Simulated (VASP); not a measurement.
# Sr3Si2 (P6mm) in VASP: relaxation of cell and atoms with PBE

Aim: the relaxation of cell and atoms of Sr3Si2 with PBE.

All numbers are computed with VASP 6.6.1; they aren't measurements. Logs are shortened: lines on timing, memory, paths and dates and some standing lists are left out, and cuts for length are marked.

## 1. The cell of the first run

The structure is hexagonal, space group P6mm (No. 183). Conventional cell: a = 6.055 Å, b = 6.055 Å, c = 4.264 Å, α = 90.00°, β = 90.00°, γ = 120.00°. Within 3.1 Å of Sr (site symmetry 2mm) lie 2 Si at 2.37 Å and 4 Sr at 3.03 Å. Si (site symmetry 3m) has 3 Sr at 2.37 Å within 3.1 Å.

## 2. Relaxation of cell and atoms, PBE

INCAR

```
SYSTEM = Sr3Si2
  ALGO = Normal
  EDIFF = 1E-6
  EDIFFG = -0.04
  ENCUT = 600
  GGA = PE
  IBRION = 2
  ISIF = 3
  ISMEAR = 0
  LASPH = .True.
  LCHARG = .False.
  LREAL = .False.
  LWAVE = .False.
  NELM = 60
  NSW = 90
  PREC = Accurate
  SIGMA = 0.1
```

KPOINTS

```
k-points
0
Gamma
  3 3 4
  0 0 0
```

POSCAR

```
Sr3Si2
1.0
    6.0552059011      0.0000000000      0.0000000000
   -3.0276029506      5.2439621355      0.0000000000
    0.0000000000      0.0000000000      4.2641378195
Sr Si
3 2
Direct
    0.5000000000      0.0000000000      0.5000000000
    0.0000000000      0.5000000000      0.5000000000
    0.5000000000      0.5000000000      0.5000000000
    0.6666666667      0.3333333333      0.1250000000
    0.3333333333      0.6666666667      0.1250000000
```

Potentials or basis: VASP PAW PBE potentials, release 64 (Sr_sv, Si).

Launch:

```bash
cat potpaw_PBE.64/Sr_sv/POTCAR potpaw_PBE.64/Si/POTCAR > POTCAR
mpirun -np 1 vasp_std > vasp.out
```

OUTCAR:

```text
SYSTEM = Sr3Si2
   EDIFF = 1E-6
   EDIFFG = -0.04
   ENCUT = 600
   GGA = PE
   IBRION = 2
   ISIF = 3
   ISMEAR = 0
   LASPH = .True.
   LREAL = .False.
   NELM = 60
   NSW = 90
   PREC = Accurate

 ion  position               nearest neighbor table
   1  0.500  0.000  0.500-   4 2.37   5 2.37   2 3.03   2 3.03   3 3.03   3 3.03   4 3.19   5 3.19

   2  0.000  0.500  0.500-   4 2.37   5 2.37   1 3.03   1 3.03   3 3.03   3 3.03   4 3.19   5 3.19

   3  0.500  0.500  0.500-   4 2.37   5 2.37   2 3.03   2 3.03   1 3.03   1 3.03   4 3.19   5 3.19

   4  0.667  0.333  0.125-   2 2.37   1 2.37   3 2.37   2 3.19   1 3.19   3 3.19
   5  0.333  0.667  0.125-   2 2.37   1 2.37   3 2.37   2 3.19   1 3.19   3 3.19

  LATTYP: Found a hexagonal cell.
 ALAT       =     6.0552059011
 C/A-ratio  =     0.7042102100

  Lattice vectors:

 A1 = (   6.0552059011,   0.0000000000,   0.0000000000)
 A2 = (  -3.0276029506,   5.2439621355,   0.0000000000)
 A3 = (   0.0000000000,   0.0000000000,   4.2641378195)

Analysis of symmetry for initial positions (statically):
=====================================================================
 Subroutine PRICEL returns:
 Original cell was already a primitive cell.

 Routine SETGRP: Setting up the symmetry group for a
 hexagonal supercell.

 Subroutine GETGRP returns: Found 12 space group operations
 (whereof 12 operations were pure point group operations)
 out of a pool of 24 trial point group operations.

The static configuration has the point symmetry C_6v.

Analysis of symmetry for dynamics (positions and initial velocities):
=====================================================================
 Subroutine PRICEL returns:
 Original cell was already a primitive cell.

 Routine SETGRP: Setting up the symmetry group for a
 hexagonal supercell.

 Subroutine GETGRP returns: Found 12 space group operations
 (whereof 12 operations were pure point group operations)
 out of a pool of 24 trial point group operations.

The dynamic configuration has the point symmetry C_6v.

 Subroutine INISYM returns: Found 12 space group operations
 (whereof 12 operations are pure point group operations),
 and found     1 'primitive' translations

----------------------------------------------------------------------------------------

                                     Primitive cell

  volume of cell :     135.4003

  direct lattice vectors                    reciprocal lattice vectors
     6.055205901  0.000000000  0.000000000     0.165147150  0.095347752  0.000000000
    -3.027602951  5.243962136  0.000000000     0.000000000  0.190695504  0.000000000
     0.000000000  0.000000000  4.264137820     0.000000000  0.000000000  0.234513996

  length of vectors
     6.055205901  6.055205901  4.264137820     0.190695504  0.190695504  0.234513996

  position of ions in fractional coordinates (direct lattice)
     0.500000000  0.000000000  0.500000000
     0.000000000  0.500000000  0.500000000
     0.500000000  0.500000000  0.500000000
     0.666666667  0.333333333  0.125000000
     0.333333333  0.666666667  0.125000000

  ion indices of the primitive-cell ions
   primitive index   ion index
                 1           1
                 2           2
                 3           3
                 4           4
                 5           5

----------------------------------------------------------------------------------------

 KPOINTS: k-points

Automatic generation of k-mesh.
 Grid dimensions read from file:
 generate k-points for:    3    3    4

 Generating k-lattice:

  Cartesian coordinates                     Fractional coordinates (reciprocal lattice)
     0.055049050  0.031782584  0.000000000     0.333333333 -0.000000000  0.000000000
     0.000000000  0.063565168  0.000000000     0.000000000  0.333333333  0.000000000
     0.000000000  0.000000000  0.058628499     0.000000000  0.000000000  0.250000000

  Length of vectors
     0.063565168  0.063565168  0.058628499

  Shift w.r.t. Gamma in fractional coordinates (k-lattice)
     0.000000000  0.000000000  0.000000000

 Subroutine IBZKPT returns following result:
 ===========================================

 Found      9 irreducible k-points:

 Following reciprocal coordinates:
            Coordinates               Weight
  0.000000  0.000000  0.000000      1.000000
  0.333333  0.000000  0.000000      6.000000
  0.333333  0.333333  0.000000      2.000000
  0.000000  0.000000  0.250000      2.000000
  0.333333  0.000000  0.250000     12.000000
  0.333333  0.333333  0.250000      4.000000
  0.000000  0.000000  0.500000      1.000000
  0.333333  0.000000  0.500000      6.000000
  0.333333  0.333333  0.500000      2.000000
   k-points           NKPTS =      9   k-points in BZ     NKDIM =      9   number of bands    NBANDS=     23
   number of dos      NEDOS =    301   number of ions     NIONS =      5
   total plane-waves  NPLWV =  82944
   dimension x,y,z NGX =    48 NGY =   48 NGZ =   36
   dimension x,y,z NGXF=    96 NGYF=   96 NGZF=   72
   ions per type =               3   2
   NGX,Y,Z   is equivalent  to a cutoff of  13.18, 13.18, 14.04 a.u.
   NGXF,Y,Z  is equivalent  to a cutoff of  26.36, 26.36, 28.07 a.u.
 SYSTEM =  Sr3Si2
   PREC   = accura    normal or accurate (medium, high low for compatibility)
   ISTART =      0    job   : 0-new  1-cont  2-samecut
   ICHARG =      2    charge: 1-file 2-atom 10-const
   ISPIN  =      1    spin polarized calculation?
   LNONCOLLINEAR =      F non collinear calculations
   LSORBIT =      F    spin-orbit coupling
   LASPH  =      T    aspherical Exc in radial PAW
   ENCUT  =  600.0 eV  44.10 Ry    6.64 a.u.  12.09 12.09  8.52*2*pi/ulx,y,z
   NELM   =     60;   NELMIN=  2; NELMDL= -5     # of ELM steps
   EDIFF  = 0.1E-05   stopping-criterion for ELM
   LREAL  =      F    real-space projection
   EDIFFG = -.4E-01   stopping-criterion for IOM
   NSW    =     90    number of steps for IOM
   IBRION =      2    ionic relax: 0-MD 1-quasi-New 2-CG
   NFREE  =      1    steps in history (QN), initial steepest desc. (CG)
   ISIF   =      3    stress and relaxation
   ISYM   =      2    0-nonsym 1-usesym 2-fastsym
   POTIM  = 0.5000    time-step for ionic-motion
   TEBEG  =    0.0;   TEEND  =   0.0 temperature during run
   PSTRESS=    0.0 pullay stress
   NELECT =      38.0000    total number of electrons
   NUPDOWN=      -1.0000    fix difference up-down
   EMIN   =  10.00;   EMAX   =-10.00  energy-range for DOS
   EFERMI =   0.00;   METHOD = LEGACY
   ISMEAR =     0;   SIGMA  =   0.10  broadening in eV -4-tet -1-fermi 0-gaus
   EFERMI_NEDOS =   21; number of points for ismear=-14 and -15
   IALGO  =     38    algorithm
   IMIX   =      4    mixing-type and parameters
     AMIX     =   0.40;   BMIX     =  1.00
     AMIX_MAG =   1.60;   BMIX_MAG =  1.00
  volume/ion in A,a.u.               =      27.08       182.75
  Fermi-wavevector in a.u.,A,eV,Ry     =   1.071839  2.025482 15.630895  1.148838
  Thomas-Fermi vector in A             =   2.207591
   LORBIT       =      0    0 simple, 1 ext, 2 COOP (PROOUT), +10 PAW based schemes
   GGA     = PE    functional components
   LHFCALC =     F    Hartree Fock is set to
   AEXX    =    0.0000 exact exchange contribution
   IVDW    =     0    specifies the selected vdW correction
   LEPSILON=     F    determine dielectric tensor
   LRPA    =     F    only Hartree local field effects (RPA)
 conjugate gradient relaxation of ions
 non-spin polarized calculation
 Gauss-broadening in eV      SIGMA  =   0.10
  energy-cutoff  :      600.00
  volume of cell :      135.40
 maximum number of plane-waves:      4537
   NGX = 25   NGY = 25   NGZ = 17

--------------------------------------- Ionic step        1  -------------------------------------------

 number of electron      38.0000000 magnetization

 Free energy of the ion-electron system (eV)
  ---------------------------------------------------
  ext. energy  EPLUGINS =         0.00000000
  ---------------------------------------------------
  free energy    TOTEN  =        -3.95031028 eV

  energy without entropy =       -3.93473773  energy(sigma->0) =       -3.94252400

 E-fermi :   3.7842     XC(G=0):  -8.8726

 val. band max:        3.6873204001   @ k =   0.3333   0.0000   0.2500
 cond. band min:       3.9088886781   @ k =   0.3333   0.0000   0.2500
 fundamental gap:      0.2215682780
 Fermi energy:         3.7841553807

 k-point     1 :       0.0000    0.0000    0.0000
  band No.  band energies     occupation
      1     -31.6836      2.00000
      2     -31.2315      2.00000
      3     -31.2315      2.00000
      4     -15.8569      2.00000
      5     -14.3805      2.00000
      6     -14.3805      2.00000
[... 15 lines left out ...]
     22       4.8202      0.00000
     23       4.8202      0.00000
[... 306 lines left out ...]
 POSITION                                       TOTAL-FORCE (eV/Angst)
 -----------------------------------------------------------------------------------
      3.59903     -0.00000      2.77280         0.000000     -0.000000     -0.047358
     -1.79952      3.11685      2.77280        -0.000000     -0.000000     -0.047358
      1.79952      3.11685      2.77280        -0.000000     -0.000000     -0.047358
      3.59903      2.07790      0.23460         0.000000      0.000000      0.071037
     -0.00000      4.15580      0.23460        -0.000000      0.000000      0.071037
 -----------------------------------------------------------------------------------
    total drift:                                0.000000      0.000000     -0.000119

  FREE ENERGIE OF THE ION-ELECTRON SYSTEM (eV)
  ---------------------------------------------------
  free  energy   TOTEN  =       -14.0804658795 eV

  energy  without entropy=      -14.0653675879  energy(sigma->0) =      -14.07291673

[... ionic steps 4 to 10 ...]

--------------------------------------- Ionic step       11  -------------------------------------------

 number of electron      38.0000008 magnetization

------------------------ aborting loop because EDIFF is reached ----------------------------------------

  FORCE on cell =-STRESS in cart. coord.  units (eV):
  Direction    XX          YY          ZZ          XY          YZ          ZX
  --------------------------------------------------------------------------------------
  -------------------------------------------------------------------------------------
  Total       -0.0222671     -0.0222671      0.3177117      0.0000000     -0.0000000      0.0000000
  in kB       -0.1413797     -0.1413797      2.0172378      0.0000000     -0.0000000      0.0000000
  external PRESSURE =       0.5781594 kB  Pullay stress =       0.0000000 kB

 VOLUME and BASIS-vectors are now :
 -----------------------------------------------------------------------------
  energy-cutoff  :      600.00
  volume of cell :      252.34
      direct lattice vectors                 reciprocal lattice vectors
     8.668011383 -0.000000000 -0.000000000     0.115366715  0.066607004 -0.000000000
    -4.334005692  7.506718058 -0.000000000     0.000000000  0.133214008 -0.000000000
    -0.000000000  0.000000000  3.878083629     0.000000000  0.000000000  0.257859318
[... 40 lines left out ...]
 POSITION                                       TOTAL-FORCE (eV/Angst)
 -----------------------------------------------------------------------------------
      4.32286     -0.00000      2.15652         0.000000     -0.000000     -0.045792
     -2.16143      3.74371      2.15652         0.000000     -0.000000     -0.045792
      2.16143      3.74371      2.15652         0.000000     -0.000000     -0.045792
      4.32286      2.49580      0.18418        -0.000000      0.000000      0.068688
     -0.00000      4.99161      0.18418         0.000000      0.000000      0.068688
 -----------------------------------------------------------------------------------
    total drift:                                0.000000      0.000000     -0.000030

  FREE ENERGIE OF THE ION-ELECTRON SYSTEM (eV)
  ---------------------------------------------------
  free  energy   TOTEN  =       -15.7011043634 eV

  energy  without entropy=      -15.6450712300  energy(sigma->0) =      -15.67308780

--------------------------------------- Ionic step       13  -------------------------------------------

 number of electron      38.0000008 magnetization

 Free energy of the ion-electron system (eV)
  ---------------------------------------------------
  ext. energy  EPLUGINS =         0.00000000
  ---------------------------------------------------
  free energy    TOTEN  =       -15.70205750 eV

  energy without entropy =      -15.64627760  energy(sigma->0) =      -15.67416755

 E-fermi :   0.6570     XC(G=0):  -6.4825

 val. band max:        0.6436911739   @ k =   0.3333   0.0000   0.2500
 cond. band min:       0.6759734008   @ k =   0.3333   0.0000   0.5000
 fundamental gap:      0.0322822269
 Fermi energy:         0.6570212496

 k-point     1 :       0.0000    0.0000    0.0000
  band No.  band energies     occupation
      1     -34.6939      2.00000
      2     -34.6872      2.00000
      3     -34.6872      2.00000
      4     -16.8947      2.00000
      5     -16.8947      2.00000
      6     -16.8443      2.00000
[... 15 lines left out ...]
     22       2.6358      0.00000
     23       2.6358      0.00000
[... 228 lines left out ...]
 POSITION                                       TOTAL-FORCE (eV/Angst)
 -----------------------------------------------------------------------------------
      4.32341     -0.00000      2.15145        -0.000000     -0.000000     -0.025242
     -2.16171      3.74419      2.15145        -0.000000     -0.000000     -0.025242
      2.16171      3.74419      2.15145        -0.000000     -0.000000     -0.025242
      4.32341      2.49612      0.18909        -0.000000      0.000000      0.037863
     -0.00000      4.99225      0.18909         0.000000      0.000000      0.037863
 -----------------------------------------------------------------------------------
    total drift:                                0.000000      0.000000     -0.000600

  FREE ENERGIE OF THE ION-ELECTRON SYSTEM (eV)
  ---------------------------------------------------
  free  energy   TOTEN  =       -15.7020574995 eV

  energy  without entropy=      -15.6462775994  energy(sigma->0) =      -15.67416755

 reached required accuracy - stopping structural energy minimisation
```

Wall time 5.9 min (1 thread of Intel Xeon Platinum 8488C (Sapphire Rapids), shared host); peak memory 0.29 GiB.

What came out:

```yaml
Free_energy: -15.7021 eV
Relaxed_volume: 50.56 Å³/atom
Relaxed_cell: a = 8.647 Å, b = 8.647 Å, c = 3.904 Å, α = 90.00°, β = 90.00°, γ = 120.00°
Space_group_after_relaxing_to_0.05_Å: P6/mmm (No. 191)
Energy_gained_by_relaxing: 2350.3 meV/atom
Ionic_steps: 13
Pressure_after_relaxing: 0.0 GPa
Largest_force_after_relaxing: 0.038 eV/Å
Band_gap_on_the_k_mesh: zero (band 19 reaches 1.84 eV, above the bottom of band 20 at 0.44 eV)
```

Forces in eV/Å, atoms in the order of the input:
```
Sr   0.000  0.000 -0.025
Sr   0.000  0.000 -0.025
Sr   0.000  0.000 -0.025
Si   0.000  0.000  0.038
Si   0.000  0.000  0.038
```

The path:
| step | energy change (eV) | largest force (eV/Å) | pressure (GPa) | volume (Å³) |
| --- | --- | --- | --- | --- |
| 1 | 0.0000 | 9.4231 | 34.22 | 135.40 |
| 2 | -9.5561 | 0.2120 | -2.32 | 283.30 |
| 3 | -10.1302 | 0.0710 | 0.23 | 225.32 |
| 4 | -10.1304 | 0.1142 | -0.10 | 229.28 |
| 5 | -10.7978 | 0.2303 | 0.44 | 232.36 |
| 6 | -11.5353 | 0.3123 | 1.75 | 232.87 |
| 7 | -8.0535 | 0.3021 | 5.78 | 206.19 |
| 8 | -11.5984 | 0.2586 | 2.20 | 230.65 |
| 9 | -11.6691 | 0.0886 | -0.79 | 265.68 |
| 10 | -11.7280 | 0.1451 | 0.24 | 250.81 |
| 11 | -11.7490 | 0.0906 | 0.06 | 252.34 |
| 12 | -11.7508 | 0.0687 | -0.01 | 252.94 |
| 13 | -11.7517 | 0.0379 | 0.00 | 252.81 |

Final structure:
```xyz
5
Lattice="8.6468 0.0000 0.0000 -4.3234 7.4884 0.0000 0.0000 0.0000 3.9043" Properties=species:S:1:pos:R:3 pbc="T T T"
Sr    4.3234    0.0000    2.1515
Sr   -2.1617    3.7442    2.1515
Sr    2.1617    3.7442    2.1515
Si    4.3234    2.4961    0.1891
Si    0.0000    4.9922    0.1891
```

Caveat: the k points lie up to 0.40 Å⁻¹ apart in the final cell; the volume moved by over 15 % at a fixed basis, so the end points are rough.
